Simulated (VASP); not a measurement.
# Li (I4/mmm) in VASP: further runs

The runs below take Li through single point, with LDA.

Program: VASP 6.6.1. These are calculated values, not measurements. Logs are shortened: lines on timing, memory, paths and dates and some standing lists are left out, and cuts for length are marked.

## (1) The cell of the first run

Symmetry: I4/mmm, No. 139, tetragonal system. The conventional cell has a = 3.208 Å, b = 3.208 Å, c = 4.272 Å, α = 90.00°, β = 90.00°, γ = 90.00°. Within 4.1 Å of Li (site symmetry 4/mmm) lie 12 Li at 3.12 to 3.21 Å.

## (2) Single point, LDA (strain +0.030 along x and y, -0.030 along z)

File INCAR:

```
SYSTEM = Li
ALGO = Normal
EDIFF = 1E-6
ENCUT = 520
GGA = CA
ISIF = 2
ISMEAR = 0
LASPH = .True.
LCHARG = .False.
LREAL = .False.
LWAVE = .False.
NBANDS = 8
NELM = 60
PREC = Accurate
SIGMA = 0.15
```

File KPOINTS:

```
k-points
0
Gamma
  18 18 18
  0 0 0
```

File POSCAR:

```
Li
1.0
    0.0000000000      2.2680600000      2.1359400000
    2.2680600000      0.0000000000      2.1359400000
    2.2680600000      2.2680600000      0.0000000000
Li
1
Direct
    0.0000000000      0.0000000000      0.0000000000
```

Potentials or basis: VASP PAW LDA potentials, release 64 (Li_sv).

The run is started by

```console
$ cat potpaw_LDA.64/Li_sv/POTCAR > POTCAR
$ mpirun -np 1 vasp_std > vasp.out
```

OUTCAR:

```text
SYSTEM = Li
   EDIFF = 1E-6
   ENCUT = 520
   GGA = CA
   ISIF = 2
   ISMEAR = 0
   LASPH = .True.
   LREAL = .False.
   NELM = 60
   PREC = Accurate

 ion  position               nearest neighbor table
   1  0.000  0.000  0.000-

  LATTYP: Found a body centered tetragonal cell.
 ALAT       =     3.2075212123
 C/A-ratio  =     1.3318321898

  Lattice vectors:

 A1 = (   0.0000000000,  -2.2680600000,  -2.1359400000)
 A2 = (   0.0000000000,   2.2680600000,  -2.1359400000)
 A3 = (   2.2680600000,   0.0000000000,   2.1359400000)

Analysis of symmetry for initial positions (statically):
=====================================================================
 Subroutine PRICEL returns:
 Original cell was already a primitive cell.

 Routine SETGRP: Setting up the symmetry group for a
 body centered tetragonal supercell.

 Subroutine GETGRP returns: Found 16 space group operations
 (whereof 16 operations were pure point group operations)
 out of a pool of 16 trial point group operations.

The static configuration has the point symmetry D_4h.

Analysis of symmetry for dynamics (positions and initial velocities):
=====================================================================
 Subroutine PRICEL returns:
 Original cell was already a primitive cell.

 Routine SETGRP: Setting up the symmetry group for a
 body centered tetragonal supercell.

 Subroutine GETGRP returns: Found 16 space group operations
 (whereof 16 operations were pure point group operations)
 out of a pool of 16 trial point group operations.

The dynamic configuration has the point symmetry D_4h.

 Subroutine INISYM returns: Found 16 space group operations
 (whereof 16 operations are pure point group operations),
 and found     1 'primitive' translations

----------------------------------------------------------------------------------------

                                     Primitive cell

  volume of cell :      21.9750

  direct lattice vectors                    reciprocal lattice vectors
     0.000000000  2.268060000  2.135940000    -0.220452722  0.220452722  0.234088973
     2.268060000  0.000000000  2.135940000     0.220452722 -0.220452722  0.234088973
     2.268060000  2.268060000  0.000000000     0.220452722  0.220452722 -0.234088973

  length of vectors
     3.115499293  3.115499293  3.207521212     0.389867224  0.389867224  0.389867224

  position of ions in fractional coordinates (direct lattice)
     0.000000000  0.000000000  0.000000000

  ion indices of the primitive-cell ions
   primitive index   ion index
                 1           1

----------------------------------------------------------------------------------------

 KPOINTS: k-points

Automatic generation of k-mesh.
 Grid dimensions read from file:
 generate k-points for:   18   18   18

 Generating k-lattice:

  Cartesian coordinates                     Fractional coordinates (reciprocal lattice)
    -0.012247373  0.012247373  0.013004943     0.055555556  0.000000000  0.000000000
     0.012247373 -0.012247373  0.013004943     0.000000000  0.055555556  0.000000000
     0.012247373  0.012247373 -0.013004943     0.000000000  0.000000000  0.055555556

  Length of vectors
     0.021659290  0.021659290  0.021659290

  Shift w.r.t. Gamma in fractional coordinates (k-lattice)
     0.000000000  0.000000000  0.000000000

 Subroutine IBZKPT returns following result:
 ===========================================

 Found    480 irreducible k-points:

 Following reciprocal coordinates:
            Coordinates               Weight
  0.000000  0.000000  0.000000      1.000000
  0.055556 -0.000000  0.000000      8.000000
  0.111111 -0.000000  0.000000      8.000000
  0.166667  0.000000  0.000000      8.000000
  0.222222 -0.000000  0.000000      8.000000
  0.277778  0.000000  0.000000      8.000000
[... 16 lines left out ...]
 -0.277778  0.055556  0.000000      8.000000
 -0.222222  0.055556  0.000000      8.000000
 [... further k-points ...]
   k-points           NKPTS =    480   k-points in BZ     NKDIM =    480   number of bands    NBANDS=      8
   number of dos      NEDOS =    301   number of ions     NIONS =      1
   total plane-waves  NPLWV =  13824
   dimension x,y,z NGX =    24 NGY =   24 NGZ =   24
   dimension x,y,z NGXF=    48 NGYF=   48 NGZF=   48
   ions per type =               1
   NGX,Y,Z   is equivalent  to a cutoff of  12.81, 12.81, 12.44 a.u.
   NGXF,Y,Z  is equivalent  to a cutoff of  25.61, 25.61, 24.88 a.u.
 SYSTEM =  Li
   PREC   = accura    normal or accurate (medium, high low for compatibility)
   ISTART =      0    job   : 0-new  1-cont  2-samecut
   ICHARG =      2    charge: 1-file 2-atom 10-const
   ISPIN  =      1    spin polarized calculation?
   LNONCOLLINEAR =      F non collinear calculations
   LSORBIT =      F    spin-orbit coupling
   LASPH  =      T    aspherical Exc in radial PAW
   ENCUT  =  520.0 eV  38.22 Ry    6.18 a.u.   5.79  5.79  5.96*2*pi/ulx,y,z
   NELM   =     60;   NELMIN=  2; NELMDL= -5     # of ELM steps
   EDIFF  = 0.1E-05   stopping-criterion for ELM
   LREAL  =      F    real-space projection
   EDIFFG = 0.1E-04   stopping-criterion for IOM
   NSW    =      0    number of steps for IOM
   IBRION =     -1    ionic relax: 0-MD 1-quasi-New 2-CG
   NFREE  =      0    steps in history (QN), initial steepest desc. (CG)
   ISIF   =      2    stress and relaxation
   ISYM   =      2    0-nonsym 1-usesym 2-fastsym
   POTIM  = 0.5000    time-step for ionic-motion
   TEBEG  =    0.0;   TEEND  =   0.0 temperature during run
   PSTRESS=    0.0 pullay stress
   NELECT =       3.0000    total number of electrons
   NUPDOWN=      -1.0000    fix difference up-down
   EMIN   =  10.00;   EMAX   =-10.00  energy-range for DOS
   EFERMI =   0.00;   METHOD = LEGACY
   ISMEAR =     0;   SIGMA  =   0.15  broadening in eV -4-tet -1-fermi 0-gaus
   EFERMI_NEDOS =   21; number of points for ismear=-14 and -15
   IALGO  =     38    algorithm
   IMIX   =      4    mixing-type and parameters
     AMIX     =   0.40;   BMIX     =  1.00
     AMIX_MAG =   1.60;   BMIX_MAG =  1.00
  volume/ion in A,a.u.               =      21.97       148.29
  Fermi-wavevector in a.u.,A,eV,Ry     =   0.842958  1.592959  9.668000  0.710578
  Thomas-Fermi vector in A             =   1.957748
   LORBIT       =      0    0 simple, 1 ext, 2 COOP (PROOUT), +10 PAW based schemes
   GGA     = CA    functional components
   LHFCALC =     F    Hartree Fock is set to
   AEXX    =    0.0000 exact exchange contribution
   IVDW    =     0    specifies the selected vdW correction
   LEPSILON=     F    determine dielectric tensor
   LRPA    =     F    only Hartree local field effects (RPA)
 non-spin polarized calculation
 Gauss-broadening in eV      SIGMA  =   0.15
  energy-cutoff  :      520.00
  volume of cell :       21.97
 maximum number of plane-waves:       604
   NGX = 11   NGY = 11   NGZ = 11

 number of electron       3.0000006 magnetization

 Free energy of the ion-electron system (eV)
  ---------------------------------------------------
  ext. energy  EPLUGINS =         0.00000000
  ---------------------------------------------------
  free energy    TOTEN  =        -2.03187024 eV

  energy without entropy =       -2.02648661  energy(sigma->0) =       -2.02917843

 E-fermi :   0.3914     XC(G=0):  -6.9434

 val. band max:        0.3900497578   @ k =   0.5000   0.1667   0.0556
 cond. band min:       0.3982036014   @ k =   0.5000  -0.0000   0.0000
 fundamental gap:      0.0081538436
 Fermi energy:         0.3913683959

 k-point     1 :       0.0000    0.0000    0.0000
  band No.  band energies     occupation
      1     -45.3907      2.00000
      2      -3.0120      2.00000
      3      13.6595      0.00000
      4      13.7408      0.00000
      5      13.7408      0.00000
      6      17.6795      0.00000
      7      17.6795      0.00000
      8      17.8825      0.00000

 k-point     2 :       0.0556   -0.0000    0.0000
  band No.  band energies     occupation
      1     -45.3903      2.00000
      2      -2.9591      2.00000
      3      13.1731      0.00000
      4      13.5992      0.00000
      5      13.6053      0.00000
      6      17.1483      0.00000
      7      17.8917      0.00000
      8      17.9948      0.00000

 k-point     3 :       0.1111   -0.0000    0.0000
  band No.  band energies     occupation
      1     -45.3890      2.00000
      2      -2.8007      2.00000
      3      11.8645      0.00000
      4      13.2614      0.00000
      5      13.3892      0.00000
      6      16.9162      0.00000
      7      18.3367      0.00000
      8      18.4724      0.00000

 k-point     4 :       0.1667    0.0000    0.0000
  band No.  band energies     occupation
      1     -45.3871      2.00000
      2      -2.5367      2.00000
      3      10.2788      0.00000
      4      12.8656      0.00000
      5      13.1337      0.00000
      6      17.0471      0.00000
      7      18.3904      0.00000
      8      18.8035      0.00000

 k-point     5 :       0.2222   -0.0000    0.0000
  band No.  band energies     occupation
      1     -45.3847      2.00000
      2      -2.1681      2.00000
      3       8.6733      0.00000
      4      12.4945      0.00000
      5      12.8982      0.00000
      6      17.3264      0.00000
      7      17.7975      0.00000
      8      18.3538      0.00000
[... 177 lines left out ...]
 k-point    22 :      -0.3333    0.0556    0.0000
  band No.  band energies     occupation
      1     -45.3790      2.00000
      2      -0.9122      2.00000
      3       5.3991      0.00000
      4      11.9789      0.00000
      5      12.1301      0.00000
      6      15.7842      0.00000
      7      16.1870      0.00000
      8      18.6217      0.00000

 k-point    23 :      -0.2778    0.0556    0.0000
  band No.  band energies     occupation
      1     -45.3813      2.00000
      2      -1.4988      2.00000
      3       6.7615      0.00000
      4      11.9911      0.00000
      5      12.4919      0.00000
      6      16.3017      0.00000
      7      16.6239      0.00000
      8      18.2405      0.00000

 k-point    24 :      -0.2222    0.0556    0.0000
  band No.  band energies     occupation
      1     -45.3837      2.00000
      2      -1.9971      2.00000
      3       8.2531      0.00000
      4      12.0936      0.00000
      5      12.8813      0.00000
      6      16.8927      0.00000
      7      17.2313      0.00000
      8      17.8435      0.00000

 [... further k-points ...]

------------------------ aborting loop because EDIFF is reached ----------------------------------------

  FORCE on cell =-STRESS in cart. coord.  units (eV):
  Direction    XX          YY          ZZ          XY          YZ          ZX
  --------------------------------------------------------------------------------------
  -------------------------------------------------------------------------------------
  Total       -0.2586621     -0.2586621     -0.2345151      0.0000000      0.0000000     -0.0000000
  in kB      -18.8588508    -18.8588508    -17.0983141      0.0000000      0.0000000     -0.0000000
  external PRESSURE =     -18.2720052 kB  Pullay stress =       0.0000000 kB

 VOLUME and BASIS-vectors are now :
 -----------------------------------------------------------------------------
  energy-cutoff  :      520.00
  volume of cell :       21.97
      direct lattice vectors                 reciprocal lattice vectors
     0.000000000  2.268060000  2.135940000    -0.220452722  0.220452722  0.234088973
     2.268060000  0.000000000  2.135940000     0.220452722 -0.220452722  0.234088973
     2.268060000  2.268060000  0.000000000     0.220452722  0.220452722 -0.234088973

 POSITION                                       TOTAL-FORCE (eV/Angst)
 -----------------------------------------------------------------------------------
      0.00000      0.00000      0.00000         0.000000      0.000000      0.000000
 -----------------------------------------------------------------------------------
    total drift:                               -0.000000      0.000000     -0.000000

  FREE ENERGIE OF THE ION-ELECTRON SYSTEM (eV)
  ---------------------------------------------------
  free  energy   TOTEN  =        -2.0318702430 eV

  energy  without entropy=       -2.0264866125  energy(sigma->0) =       -2.02917843
```

It took 23 s on 1 thread of Intel Xeon Platinum 8375C at 2.90GHz (Ice Lake), shared host; peak memory 0.17 GiB.

What came out:

* Free energy: -2.0319 eV
* Band gap on the k mesh: zero (an odd number of electrons rules out a gap without spin polarisation)

Caveat: the cell differs from its parent crystal (strain +0.030 along x and y, -0.030 along z); the cutoff is under 1.25 times the usual one of these potentials, so pressure, stress and relaxed cells hold a basis-set (Pulay) error.

## (3) Single point, LDA (strain +0.030 along x and y, -0.015 along z)

File INCAR:

```
  ALGO = Normal
  EDIFF = 1E-6
  ENCUT = 520
  GGA = CA
  ISIF = 2
  ISMEAR = 0
  LASPH = T
  LCHARG = F
  LREAL = F
  LWAVE = F
  NBANDS = 8
  NELM = 60
  PREC = Accurate
  SIGMA = 0.15
```

File KPOINTS:

```
k-points
0
Gamma
  18 18 18
```

File POSCAR:

```
Li
1.0
    0.0000000000      2.2680600000      2.1689700000
    2.2680600000      0.0000000000      2.1689700000
    2.2680600000      2.2680600000      0.0000000000
Li
1
Direct
    0.0000000000      0.0000000000      0.0000000000
```

Potentials or basis: VASP PAW LDA potentials, release 64 (Li_sv).

The run is started by

```console
$ cat potpaw_LDA.64/Li_sv/POTCAR > POTCAR
$ mpirun -np 1 vasp_std > vasp.out
```

Wall time 21 s (1 thread of Intel Xeon Platinum 8375C at 2.90GHz (Ice Lake), shared host); peak memory 0.17 GiB.

The run converged. Its results:

| Item | Value |
| --- | --- |
| Free energy | -2.0283 eV |
| Band gap on the k mesh | zero (an odd number of electrons rules out a gap without spin polarisation) |

Levels at points of the mesh, in eV from the Fermi level:
```
           k point  band 1  band 2  band 3  band 4  band 5  band 6
(0.00, 0.00, 0.00)  -45.81   -3.38   13.13   13.19   13.19   17.12
(0.50, 0.00, 0.00)  -45.80    0.01    2.65   11.26   11.87   15.20
(0.50, 0.50, 0.00)  -45.79    1.79    4.80    7.40    7.40    9.68
(0.50, 0.00, 0.50)  -45.79    1.25    4.22    7.89    8.10   10.28
```

Caveat: the cell differs from its parent crystal (strain +0.030 along x and y, -0.015 along z); the cutoff is under 1.25 times the usual one of these potentials, so pressure, stress and relaxed cells hold a basis-set (Pulay) error.

## (4) Single point, LDA (strain +0.015 along x and y, -0.030 along z)

File INCAR:

```
SYSTEM = Li
PREC = Accurate
ENCUT = 520
EDIFF = 1E-6
ISMEAR = 0
SIGMA = 0.15
LREAL = .False.
LASPH = .True.
NELM = 80
ALGO = Normal
ISIF = 2
LWAVE = .False.
LCHARG = .True.
LELF = .True.
LVHAR = .True.
NBANDS = 8
```

File KPOINTS:

```
Automatic mesh
0
Gamma
  18 18 18
  0 0 0
```

File POSCAR:

```
Li
1.0
    0.0000000000      2.2350300000      2.1359400000
    2.2350300000      0.0000000000      2.1359400000
    2.2350300000      2.2350300000      0.0000000000
Li
1
Direct
    0.0000000000      0.0000000000      0.0000000000
```

Potentials or basis: VASP PAW LDA potentials, release 64 (Li_sv).

The run is started by

```console
$ cat potpaw_LDA.64/Li_sv/POTCAR > POTCAR
$ mpirun -np 1 vasp_std > vasp.out
```

OUTCAR:

```text
SYSTEM = Li
   PREC = Accurate
   ENCUT = 520
   EDIFF = 1E-6
   ISMEAR = 0
   LREAL = .False.
   LASPH = .True.
   NELM = 80
   ISIF = 2

 ion  position               nearest neighbor table
   1  0.000  0.000  0.000-

  LATTYP: Found a body centered tetragonal cell.
 ALAT       =     3.1608097383
 C/A-ratio  =     1.3515144389

  Lattice vectors:

 A1 = (   0.0000000000,  -2.2350300000,  -2.1359400000)
 A2 = (   0.0000000000,   2.2350300000,  -2.1359400000)
 A3 = (   2.2350300000,   0.0000000000,   2.1359400000)

Analysis of symmetry for initial positions (statically):
=====================================================================
 Subroutine PRICEL returns:
 Original cell was already a primitive cell.

 Routine SETGRP: Setting up the symmetry group for a
 body centered tetragonal supercell.

 Subroutine GETGRP returns: Found 16 space group operations
 (whereof 16 operations were pure point group operations)
 out of a pool of 16 trial point group operations.

The static configuration has the point symmetry D_4h.

Analysis of symmetry for dynamics (positions and initial velocities):
=====================================================================
[... 161 lines left out ...]
 Fermi energy:         0.4691264134

 k-point     1 :       0.0000    0.0000    0.0000
  band No.  band energies     occupation
      1     -45.2613      2.00000
      2      -2.9715      2.00000
      3      14.0286      0.00000
      4      14.0889      0.00000
      5      14.0889      0.00000
      6      18.0833      0.00000
      7      18.0833      0.00000
      8      18.2400      0.00000
[... 243 lines left out ...]
 k-point    24 :      -0.2222    0.0556    0.0000
  band No.  band energies     occupation
      1     -45.2534      2.00000
      2      -1.9408      2.00000
      3       8.4639      0.00000
      4      12.3301      0.00000
      5      13.2898      0.00000
      6      17.3499      0.00000
      7      17.7646      0.00000
      8      18.3592      0.00000

 [... further k-points ...]

------------------------ aborting loop because EDIFF is reached ----------------------------------------

  FORCE on cell =-STRESS in cart. coord.  units (eV):
  Direction    XX          YY          ZZ          XY          YZ          ZX
  --------------------------------------------------------------------------------------
  -------------------------------------------------------------------------------------
  Total       -0.2150073     -0.2150073     -0.1903312      0.0000000      0.0000000      0.0000000
  in kB      -16.1427672    -16.1427672    -14.2900859      0.0000000      0.0000000      0.0000000
  external PRESSURE =     -15.5252068 kB  Pullay stress =       0.0000000 kB

 VOLUME and BASIS-vectors are now :
 -----------------------------------------------------------------------------
  energy-cutoff  :      520.00
  volume of cell :       21.34
      direct lattice vectors                 reciprocal lattice vectors
     0.000000000  2.235030000  2.135940000    -0.223710644  0.223710644  0.234088973
     2.235030000  0.000000000  2.135940000     0.223710644 -0.223710644  0.234088973
     2.235030000  2.235030000  0.000000000     0.223710644  0.223710644 -0.234088973

 POSITION                                       TOTAL-FORCE (eV/Angst)
 -----------------------------------------------------------------------------------
      0.00000      0.00000      0.00000         0.000000      0.000000      0.000000
 -----------------------------------------------------------------------------------
    total drift:                               -0.000000      0.000000     -0.000000

  FREE ENERGIE OF THE ION-ELECTRON SYSTEM (eV)
  ---------------------------------------------------
  free  energy   TOTEN  =        -2.0384184564 eV

  energy  without entropy=       -2.0332232960  energy(sigma->0) =       -2.03582088
```

stdout:

```text
POSCAR found type information on POSCAR Li
 POSCAR found :  1 types and       1 ions
 scaLAPACK will be used
 LDA part: xc-table for (Slater(with rela. corr.)+CA(PZ))
 , standard interpolation
 POSCAR, INCAR and KPOINTS ok, starting setup
 FFT: planning ... GRIDC
 FFT: planning ... GRID_SOFT
 FFT: planning ... GRID
 WAVECAR not read
 entering main loop
```

Wall time 15 s (1 thread of Intel Xeon 6975P-C (Granite Rapids), shared host); peak memory 0.17 GiB.

Results:

```
Free energy            : -2.0384 eV
Band gap on the k mesh : zero (an odd number of electrons rules out a gap without spin polarisation)
```

Caveat: the cell differs from its parent crystal (strain +0.015 along x and y, -0.030 along z); the cutoff is under 1.25 times the usual one of these potentials, so pressure, stress and relaxed cells hold a basis-set (Pulay) error.

## (5) Summary

```tsv
cell	gap on the mesh (eV)
a = 3.115, b = 3.115, c = 3.208 Å, angles 59.0, 59.0, 62.0°, 1 atom	none
a = 3.138, b = 3.138, c = 3.208 Å, angles 59.3, 59.3, 61.5°, 1 atom	none
a = 3.092, b = 3.092, c = 3.161 Å, angles 59.3, 59.3, 61.5°, 1 atom	none
```

Alike in all rows: task single point; level LDA; potentials or basis VASP PAW LDA potentials, release 64 (Li_sv); no spin polarisation; k mesh 18 × 18 × 18; cutoff (eV) 520; smearing gaussian 0.15 eV.

Caveats: the cutoff is under 1.25 times the usual one of these potentials, so pressure, stress and relaxed cells hold a basis-set (Pulay) error.

Total energies depend on the potentials used, so only differences within one code and one set of settings carry meaning.
